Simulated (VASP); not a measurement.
Write the native input for VASP 6.6.1 that does the following.

- Task: single point
- Functional: r2SCAN
- Potentials or basis: VASP PAW PBE potentials, release 64 (Li_sv, F)
- Cutoff: 520 eV
- k mesh: 10 × 10 × 10
- Occupations: gaussian, width 0.05 eV
- Spin: no spin polarisation
- Dipole correction: no
- Further INCAR settings: ALGO = Normal; EDIFF = 1e-06; NBANDS = 12

The system is LiF.

```
CELL_PARAMETERS angstrom
2.66191 0.00000 0.00000
0.00000 2.66191 0.00000
0.00000 0.00000 2.66191
ATOMIC_POSITIONS crystal
Li 0.00000 0.00000 0.00000
F 0.50000 0.50000 0.50000
```

This cell differs from its parent crystal: strain +0.040 along x and y, +0.040 along z.

These files were run (other wordings do the same):

POSCAR

```
LiF
1.0
    2.6619143200      0.0000000000      0.0000000000
    0.0000000000      2.6619143200      0.0000000000
    0.0000000000      0.0000000000      2.6619143200
Li F
1 1
Direct
    0.0000000000      0.0000000000      0.0000000000
    0.5000000000      0.5000000000      0.5000000000
```

INCAR.step1

```
SYSTEM = LiF
ALGO = Normal
EDIFF = 1E-4
ENCUT = 520
GGA = PE
ISMEAR = 0
LASPH = .TRUE.
LCHARG = .FALSE.
LREAL = .FALSE.
LWAVE = .TRUE.
NBANDS = 12
NELM = 60
PREC = Accurate
SIGMA = 0.05
```

INCAR.step2

```
SYSTEM = LiF
ALGO = Normal
EDIFF = 1E-6
ENCUT = 520
ISIF = 2
ISMEAR = 0
ISTART = 1
LASPH = .TRUE.
LCHARG = .FALSE.
LMIXTAU = .TRUE.
LREAL = .FALSE.
LWAVE = .FALSE.
METAGGA = R2SCAN
NBANDS = 12
NELM = 60
PREC = Accurate
SIGMA = 0.05
```

KPOINTS

```
k-points
0
G
  10 10 10
  0 0 0
```

Potentials or basis: VASP PAW PBE potentials, release 64 (Li_sv, F).

Launch:

```bash
$ cat potpaw_PBE.64/Li_sv/POTCAR potpaw_PBE.64/F/POTCAR > POTCAR
$ cp INCAR.step1 INCAR
$ mpirun -np 1 vasp_std > vasp.out
$ cp INCAR.step2 INCAR
$ mpirun -np 1 vasp_std > vasp.out
```

Results of the run:

The band gap on the k mesh is 7.74 eV, indirect (least direct gap 8.31 eV).

Caveat: the cell differs from its parent crystal (strain +0.040 along x and y, +0.040 along z).

It took 69 s on 1 thread of Intel Xeon 8259CL, on a shared host, peak memory 0.13 GiB.
